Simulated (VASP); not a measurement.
Wanted: the native input for a VASP 6.6.1 run.

```
Task                   : single point
Functional             : PBE
Potentials or basis    : VASP PAW PBE potentials, release 64 (Cd, S)
Cutoff                 : 520 eV
k mesh                 : 8 × 8 × 8
Occupations            : gaussian, width 0.023 eV
Spin                   : no spin polarisation
Dipole correction      : no
Further INCAR settings : ALGO = Normal; EDIFF = 1e-06; NBANDS = 16
```

The structure of CdS (Hawleyite) lies in POSCAR:

```
CdS
1.0
    0.0000000000      2.9165000000      2.9165000000
    2.9165000000      0.0000000000      2.9165000000
    2.9165000000      2.9165000000      0.0000000000
Cd S
1 1
Direct
    0.0000000000      0.0000000000      0.0000000000
    0.7500000000      0.7500000000      0.7500000000
```

These files were run (other wordings do the same):

INCAR

```
SYSTEM = CdS
PREC = Accurate
ENCUT = 520
EDIFF = 1E-6
ISMEAR = 0
SIGMA = 0.023
LREAL = .False.
LASPH = .True.
NELM = 80
ALGO = Normal
ISIF = 2
LWAVE = .False.
LCHARG = .False.
GGA = PE
NBANDS = 16
```

KPOINTS

```
Automatic mesh
0
Gamma
  8 8 8
  0 0 0
```

Potentials or basis: VASP PAW PBE potentials, release 64 (Cd, S).

Launch:

```console
$ cat potpaw_PBE.64/Cd/POTCAR potpaw_PBE.64/S/POTCAR > POTCAR
$ mpirun -np 1 vasp_std > vasp.out
```

Results of the run:

```
Pressure               : 3.2 GPa
Band gap on the k mesh : 1.15 eV, direct
```

It took 23 s on 1 thread of Intel(R) Xeon(R) Platinum 8259CL CPU @ 2.50GHz (Skylake/Cascade Lake) (shared host), peak memory 0.18 GiB.
